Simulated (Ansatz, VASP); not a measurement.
**Ga3As3CO: VASP beside Ansatz**

INCAR

```
SYSTEM = Ga3As3CO
PREC     = Accurate       ! precision mode
ENCUT    = 520            ! plane-wave cutoff, eV
EDIFF    = 1E-7           ! SCF threshold, eV
ISMEAR   = 0              ! smearing method
SIGMA    = 0.05           ! smearing width, eV
LREAL    = .False.        ! projectors in reciprocal space
LASPH    = .True.         ! aspherical terms in the spheres
NELM     = 80             ! most SCF steps
ALGO     = Normal         ! electronic algorithm
ISIF     = 2              ! what is computed and relaxed
LWAVE    = .False.        ! write WAVECAR
LCHARG   = .True.         ! write CHGCAR
LDIPOL   = .True.       
IDIPOL   = 3            
DIPOL    = 0.5 0.5 0.320
GGA      = PE             ! functional
IVDW     = 12             ! dispersion correction
LELF     = .True.         ! ELF
LVHAR    = .True.       
LVACPOTAV= .True.       
NBANDS   = 42             ! bands
```

The input KPOINTS:

```
regular mesh
0
Gamma
  7 5 1
  0 0 0
```

Contents of POSCAR:

```
Ga3As3CO
1.0
    4.0137031111      0.0000000000      0.0000000000
    0.0000000000      5.6762333751      0.0000000000
    0.0000000000      0.0000000000     23.3352699083
Ga As O C
3 3 1 1
Direct
    0.5000000000      0.5000000000      0.1714143447
    0.0000000000      0.0653835255      0.2680035048
    0.5000000000      0.4894639609      0.3228546357
    0.0000000000      0.2500000000      0.1714143447
    0.5000000000      0.8102208698      0.2504948966
    0.0000000000      0.2887573198      0.3593388866
    0.1666666667      0.2887573198      0.4836142866
    0.1666666667      0.2887573198      0.5328959107
```

Input for Ansatz:

```yaml
crystal:
  lattice:
    - [4.0137031111, 0.0, 0.0]
    - [0.0, 5.6762333751, 0.0]
    - [0.0, 0.0, 23.3352699083]
  atoms:
    - { symbol: Ga, position: [0.5, 0.5, 0.1714143447] }
    - { symbol: As, position: [0.0, 0.25, 0.1714143447] }
    - { symbol: Ga, position: [0.0, 0.0653835255, 0.2680035048] }
    - { symbol: As, position: [0.5, 0.8102208698, 0.2504948966] }
    - { symbol: Ga, position: [0.5, 0.4894639609, 0.3228546357] }
    - { symbol: As, position: [0.0, 0.2887573198, 0.3593388866] }
    - { symbol: O, position: [0.1666666667, 0.2887573198, 0.4836142866] }
    - { symbol: C, position: [0.1666666667, 0.2887573198, 0.5328959107] }
basis:
  ecutwfc: 420
kpoints:
  mp_grid: { grid: [7, 5, 1] }
hamiltonian:
  xc: pbe
  pseudopotentials: { kind: paw, azcp: { folder: soft_1 } }
  dispersion: d3bj
scf:
  occupations: { method: gaussian, width: 0.05 }
output:
  forces: true
  eigenvalues: true
efield:
  axis: 3
  dipole_correction: true
  ramp_width: 0.04
```

Alike in both runs: task single point; functional PBE; dispersion D3(BJ); k mesh 7 × 5 × 1; occupations gaussian, width 0.05 eV; no spin polarisation.

|  | VASP | Ansatz |
| --- | --- | --- |
| version | VASP 6.6.1 | Ansatz 0.2.0 |
| potentials or method | VASP PAW PBE potentials, release 64 (Ga_d, As, O, C), cutoff 520 eV | scalar-relativistic, plane waves, PAW |
| valence electrons in the cell | 64 | 94 |

```csv
,VASP,Ansatz,Ansatz less VASP
gap on the k mesh at the Fermi level (eV),0.40,0.41,+0.008
least direct gap on the mesh (eV),0.75,0.75,+0.004
rms of the force components (eV/Å),0.412,0.584,+0.1718
```

VASP's potentials hold 64 valence electrons a cell and Ansatz's 94, so a difference there can come from the potentials and not from the codes.

Noted on VASP's run: the standard files for N, O and F lose accuracy on very short bonds.
